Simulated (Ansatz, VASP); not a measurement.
## Cu in VASP and in Ansatz

```
Cu
1.0
     2.56830    0.00000    0.00000
    -1.28415    2.22422    0.00000
     0.00000    0.00000    4.18980
Cu
2
Cartesian
  1.2842 0.7414 3.1424
  0.0000 1.4828 1.0475
```

Alike in both runs: task relaxation of cell and atoms; functional PBE; k mesh 18 × 18 × 10; occupations gaussian, width 0.1 eV; no spin polarisation.

|  | VASP | Ansatz |
| --- | --- | --- |
| version | VASP 6.6.1 | Ansatz 0.2.0 |
| potentials or method | VASP PAW PBE potentials, release 64 (Cu), cutoff 600 eV | scalar-relativistic, plane waves, PAW |
| valence electrons in the cell | 22 | 38 |

Ansatz gave:

```
gap on the k mesh at the Fermi level, each at its own relaxed structure (eV) : none
relaxed volume (Å³/atom)                                                     : 11.98
relaxed length of the cell vector where the two differ most in proportion (Å)              : 2.568
```

Task: Which values does VASP return?

Result: gap on the k mesh at the Fermi level, each at its own relaxed structure (eV): none; relaxed volume (Å³/atom): 12.04; relaxed length of the cell vector where the two differ most in proportion (Å): 2.573.

A gap of «none» marks a metal or a gap that the smearing closes. VASP's potentials hold 22 valence electrons a cell and Ansatz's 38, so a difference there can come from the potentials and not from the codes.
